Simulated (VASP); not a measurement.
# Zr3Ag (P4/mmm) in VASP: a series of runs

Zr3Ag is run at these levels: LDA; tasks: electric field gradients.

Program: VASP 6.6.1. These are calculated values, not measurements. Logs are shortened: lines on timing, memory, paths and dates and some standing lists are left out, and cuts for length are marked.

### Step 1. The cell of the first run

It takes space group P4/mmm (No. 123, tetragonal). The conventional cell has a = 4.551 Å, b = 4.551 Å, c = 3.973 Å, α = 90.00°, β = 90.00°, γ = 90.00°. Zr (site symmetry 4/mmm) has 10 Zr at 3.02 to 3.97 Å and 4 Ag at 3.22 Å within 4.0 Å. Zr (site symmetry mmm) has 10 Zr at 3.02 to 3.97 Å and 4 Ag at 3.02 Å within 4.0 Å. Within 4.0 Å of Ag (site symmetry 4/mmm) lie 12 Zr at 3.02 to 3.22 Å and 2 Ag at 3.97 Å.

### Step 2. Electric field gradients, LDA (20.57 Å³/atom)

The input, INCAR:

```
SYSTEM = Zr3Ag
ALGO = Normal
EDIFF = 1E-8
ENCUT = 520
ISIF = 2
ISMEAR = -1
LASPH = .True.
LCHARG = .False.
LEFG = .True.
LREAL = .False.
LWAVE = .False.
NBANDS = 32
NELM = 80
PREC = Accurate
SIGMA = 0.05
```

The input, KPOINTS:

```
k-points
0
Gamma
  7 7 8
  0 0 0
```

The input, POSCAR:

```
Zr3Ag
1.0
    4.5507289829      0.0000000000      0.0000000000
    0.0000000000      4.5507289829      0.0000000000
    0.0000000000      0.0000000000      3.9726687967
Zr Ag
3 1
Direct
    0.5000000000      0.5000000000      0.0000000000
    0.0000000000      0.5000000000      0.5000000000
    0.5000000000      0.0000000000      0.5000000000
    0.0000000000      0.0000000000      0.0000000000
```

Potentials or basis: VASP PAW LDA potentials, release 64 (Zr_sv, Ag).

Started as:

```console
$ cat potpaw_LDA.64/Zr_sv/POTCAR potpaw_LDA.64/Ag/POTCAR > POTCAR
$ mpirun -np 1 vasp_std > vasp.out
```

OUTCAR:

```text
SYSTEM = Zr3Ag
   EDIFF = 1E-8
   ENCUT = 520
   ISIF = 2
   ISMEAR = -1
   LASPH = .True.
   LREAL = .False.
   NELM = 80
   PREC = Accurate

 ion  position               nearest neighbor table
   1  0.500  0.500  0.000-   2 3.02   3 3.02   2 3.02   3 3.02   3 3.02   3 3.02   2 3.02   2 3.02
                             4 3.22   4 3.22   4 3.22   4 3.22
   2  0.000  0.500  0.500-   1 3.02   4 3.02   1 3.02   4 3.02   4 3.02   4 3.02   1 3.02   1 3.02
                             3 3.22   3 3.22   3 3.22   3 3.22
   3  0.500  0.000  0.500-   1 3.02   4 3.02   1 3.02   4 3.02   1 3.02   1 3.02   4 3.02   4 3.02
                             2 3.22   2 3.22   2 3.22   2 3.22
   4  0.000  0.000  0.000-   2 3.02   3 3.02   2 3.02   3 3.02   2 3.02   2 3.02   3 3.02   3 3.02
                             1 3.22   1 3.22   1 3.22   1 3.22

  LATTYP: Found a simple tetragonal cell.
 ALAT       =     4.5507289829
 C/A-ratio  =     0.8729741568

  Lattice vectors:

 A1 = (   4.5507289829,   0.0000000000,   0.0000000000)
 A2 = (   0.0000000000,   4.5507289829,   0.0000000000)
 A3 = (   0.0000000000,   0.0000000000,   3.9726687967)

Analysis of symmetry for initial positions (statically):
=====================================================================
 Subroutine PRICEL returns:
 Original cell was already a primitive cell.

 Routine SETGRP: Setting up the symmetry group for a
 simple tetragonal supercell.

 Subroutine GETGRP returns: Found 16 space group operations
 (whereof 16 operations were pure point group operations)
 out of a pool of 16 trial point group operations.

The static configuration has the point symmetry D_4h.

Analysis of symmetry for dynamics (positions and initial velocities):
=====================================================================
 Subroutine PRICEL returns:
 Original cell was already a primitive cell.

 Routine SETGRP: Setting up the symmetry group for a
 simple tetragonal supercell.

 Subroutine GETGRP returns: Found 16 space group operations
 (whereof 16 operations were pure point group operations)
 out of a pool of 16 trial point group operations.

The dynamic configuration has the point symmetry D_4h.

 Subroutine INISYM returns: Found 16 space group operations
 (whereof 16 operations are pure point group operations),
 and found     1 'primitive' translations

----------------------------------------------------------------------------------------

                                     Primitive cell

  volume of cell :      82.2705

  direct lattice vectors                    reciprocal lattice vectors
     4.550728983  0.000000000  0.000000000     0.219745013  0.000000000  0.000000000
     0.000000000  4.550728983  0.000000000     0.000000000  0.219745013  0.000000000
     0.000000000  0.000000000  3.972668797     0.000000000  0.000000000  0.251719952

  length of vectors
     4.550728983  4.550728983  3.972668797     0.219745013  0.219745013  0.251719952

  position of ions in fractional coordinates (direct lattice)
     0.500000000  0.500000000  0.000000000
     0.000000000  0.500000000  0.500000000
     0.500000000  0.000000000  0.500000000
     0.000000000  0.000000000  0.000000000

  ion indices of the primitive-cell ions
   primitive index   ion index
                 1           1
                 2           2
                 3           3
                 4           4

----------------------------------------------------------------------------------------

 KPOINTS: k-points

Automatic generation of k-mesh.
 Grid dimensions read from file:
 generate k-points for:    7    7    8

 Generating k-lattice:

[... 44 lines left out ...]
   number of dos      NEDOS =    301   number of ions     NIONS =      4
   total plane-waves  NPLWV =  38880
   dimension x,y,z NGX =    36 NGY =   36 NGZ =   30
   dimension x,y,z NGXF=    72 NGYF=   72 NGZF=   60
   ions per type =               3   1
   NGX,Y,Z   is equivalent  to a cutoff of  13.15, 13.15, 12.55 a.u.
   NGXF,Y,Z  is equivalent  to a cutoff of  26.30, 26.30, 25.11 a.u.
 SYSTEM =  Zr3Ag
   PREC   = accura    normal or accurate (medium, high low for compatibility)
   ISTART =      0    job   : 0-new  1-cont  2-samecut
   ICHARG =      2    charge: 1-file 2-atom 10-const
   ISPIN  =      1    spin polarized calculation?
   LNONCOLLINEAR =      F non collinear calculations
   LSORBIT =      F    spin-orbit coupling
   LASPH  =      T    aspherical Exc in radial PAW
   ENCUT  =  520.0 eV  38.22 Ry    6.18 a.u.   8.46  8.46  7.39*2*pi/ulx,y,z
   NELM   =     80;   NELMIN=  2; NELMDL= -5     # of ELM steps
   EDIFF  = 0.1E-07   stopping-criterion for ELM
   LREAL  =      F    real-space projection
   EDIFFG = 0.1E-06   stopping-criterion for IOM
   NSW    =      0    number of steps for IOM
   IBRION =     -1    ionic relax: 0-MD 1-quasi-New 2-CG
   NFREE  =      0    steps in history (QN), initial steepest desc. (CG)
   ISIF   =      2    stress and relaxation
   ISYM   =      2    0-nonsym 1-usesym 2-fastsym
   POTIM  = 0.5000    time-step for ionic-motion
   TEBEG  =    0.0;   TEEND  =   0.0 temperature during run
   PSTRESS=    0.0 pullay stress
   NELECT =      47.0000    total number of electrons
   NUPDOWN=      -1.0000    fix difference up-down
   EMIN   =  10.00;   EMAX   =-10.00  energy-range for DOS
   EFERMI =   0.00;   METHOD = LEGACY
   ISMEAR =    -1;   SIGMA  =   0.05  broadening in eV -4-tet -1-fermi 0-gaus
   EFERMI_NEDOS =   21; number of points for ismear=-14 and -15
   IALGO  =     38    algorithm
   IMIX   =      4    mixing-type and parameters
     AMIX     =   0.40;   BMIX     =  1.00
     AMIX_MAG =   1.60;   BMIX_MAG =  1.00
  volume/ion in A,a.u.               =      20.57       138.80
  Fermi-wavevector in a.u.,A,eV,Ry     =   1.358395  2.566994 25.105966  1.845236
  Thomas-Fermi vector in A             =   2.485232
   LORBIT       =      0    0 simple, 1 ext, 2 COOP (PROOUT), +10 PAW based schemes
   GGA     = CA    functional components
   LHFCALC =     F    Hartree Fock is set to
   AEXX    =    0.0000 exact exchange contribution
   IVDW    =     0    specifies the selected vdW correction
   LEPSILON=     F    determine dielectric tensor
   LRPA    =     F    only Hartree local field effects (RPA)
 non-spin polarized calculation
  energy-cutoff  :      520.00
  volume of cell :       82.27
 maximum number of plane-waves:      2243
 NGX is ok and might be reduce to    36
   NGX = 17   NGY = 17   NGZ = 15

 number of electron      46.9999996 magnetization

 Free energy of the ion-electron system (eV)
  ---------------------------------------------------
  ext. energy  EPLUGINS =         0.00000000
  ---------------------------------------------------
  free energy    TOTEN  =       -31.66801522 eV

  energy without entropy =      -31.62278685  energy(sigma->0) =      -31.64540104

 E-fermi :   9.1352     XC(G=0): -11.8101

 val. band max:        9.1291928867   @ k =   0.2857   0.1429   0.2500
 cond. band min:       9.1456266504   @ k =   0.4286   0.1429   0.3750
 fundamental gap:      0.0164337637
 Fermi energy:         9.1352346492

 k-point     1 :       0.0000    0.0000    0.0000
  band No.  band energies     occupation
      1     -39.1362      2.00000
      2     -38.9912      2.00000
      3     -38.7390      2.00000
      4     -17.7223      2.00000
      5     -17.7223      2.00000
      6     -17.6014      2.00000
[... 829 lines left out ...]
     31      13.0014      0.00000
     32      13.4579      0.00000

 [... further k-points ...]

------------------------ aborting loop because EDIFF is reached ----------------------------------------

  FORCE on cell =-STRESS in cart. coord.  units (eV):
  Direction    XX          YY          ZZ          XY          YZ          ZX
  --------------------------------------------------------------------------------------
  -------------------------------------------------------------------------------------
  Total       -2.4092662     -2.4092662     -1.1260341      0.0000000      0.0000000      0.0000000
  in kB      -46.9192508    -46.9192508    -21.9289500      0.0000000      0.0000000      0.0000000
  external PRESSURE =     -38.5891505 kB  Pullay stress =       0.0000000 kB

 VOLUME and BASIS-vectors are now :
 -----------------------------------------------------------------------------
  energy-cutoff  :      520.00
  volume of cell :       82.27
      direct lattice vectors                 reciprocal lattice vectors
     4.550728983  0.000000000  0.000000000     0.219745013  0.000000000  0.000000000
     0.000000000  4.550728983  0.000000000     0.000000000  0.219745013  0.000000000
     0.000000000  0.000000000  3.972668797     0.000000000  0.000000000  0.251719952

 POSITION                                       TOTAL-FORCE (eV/Angst)
 -----------------------------------------------------------------------------------
      2.27536      2.27536      0.00000         0.000000      0.000000      0.000000
      0.00000      2.27536      1.98633         0.000000      0.000000      0.000000
      2.27536      0.00000      1.98633         0.000000      0.000000      0.000000
      0.00000      0.00000      0.00000         0.000000      0.000000      0.000000
 -----------------------------------------------------------------------------------
    total drift:                                0.000000      0.000000      0.000000

  FREE ENERGIE OF THE ION-ELECTRON SYSTEM (eV)
  ---------------------------------------------------
  free  energy   TOTEN  =       -31.6680152232 eV

  energy  without entropy=      -31.6227868530  energy(sigma->0) =      -31.64540104

 Electric field gradients (V/A^2)
---------------------------------------------------------------------
 ion       V_xx      V_yy      V_zz      V_xy      V_xz      V_yz
---------------------------------------------------------------------
   1       5.361     5.361   -10.722     0.000    -0.000     0.000
   2      42.402   -18.420   -23.981    -0.000     0.000    -0.000
   3     -18.420    42.402   -23.981     0.000    -0.000     0.000
   4      -3.530    -3.530     7.061    -0.000     0.000     0.000
---------------------------------------------------------------------

 Electric field gradients after diagonalization (V/A^2)
 (convention: |V_zz| > |V_xx| > |V_yy|)
----------------------------------------------------------------------
 ion       V_xx      V_yy      V_zz     asymmetry (V_yy - V_xx)/ V_zz
----------------------------------------------------------------------
   1       5.361     5.361   -10.722       0.000
   2     -23.981   -18.420    42.402       0.131
   3     -23.981   -18.420    42.402       0.131
   4      -3.530    -3.530     7.061       0.000
----------------------------------------------------------------------

           NMR quadrupolar parameters

 Cq : quadrupolar parameter    Cq=e*Q*V_zz/h
 eta: asymmetry parameters     (V_yy - V_xx)/ V_zz
 Q  : nuclear electric quadrupole moment in mb (millibarn)
----------------------------------------------------------------------
 ion       Cq(MHz)       eta       Q (mb)
----------------------------------------------------------------------
   1      -0.026       0.000       1.000
   2       0.103       0.131       1.000
   3       0.103       0.131       1.000
   4       0.017       0.000       1.000
----------------------------------------------------------------------
```

Run time: 76 s. Hardware: 1 thread of Intel Xeon Platinum 8559C (Emerald Rapids), shared host; peak memory 0.23 GiB.

What came out:

```yaml
Free_energy: -31.6680 eV
Pressure: -3.9 GPa
Band_gap_on_the_k_mesh: zero (an odd number of electrons rules out a gap without spin polarisation)
Largest_electric_field_gradient_by_atom: Zr -10.7, +42.4 (each value once); Ag +7.1 V/Å²
```

Stress tensor (GPa, compression positive):
```
-4.69  0.00  0.00
 0.00 -4.69  0.00
 0.00  0.00 -2.19
```

Electric field gradients, principal values (V/Å²):
```
atom    least   middle  greatest (by size)
1 Zr    5.361    5.361             -10.722
2 Zr  -18.420  -23.981              42.402
3 Zr  -18.420  -23.981              42.402
4 Ag   -3.530   -3.530               7.061
```

Caveat: the cell stands under tension; without QUAD_EFG the Cq values of the log hold for a quadrupole moment of 1 mb, not for the nuclei.

(Continued in part 2 of 3.)

The gap in the log of VASP goes by the Fermi energy; the results here count the filled bands.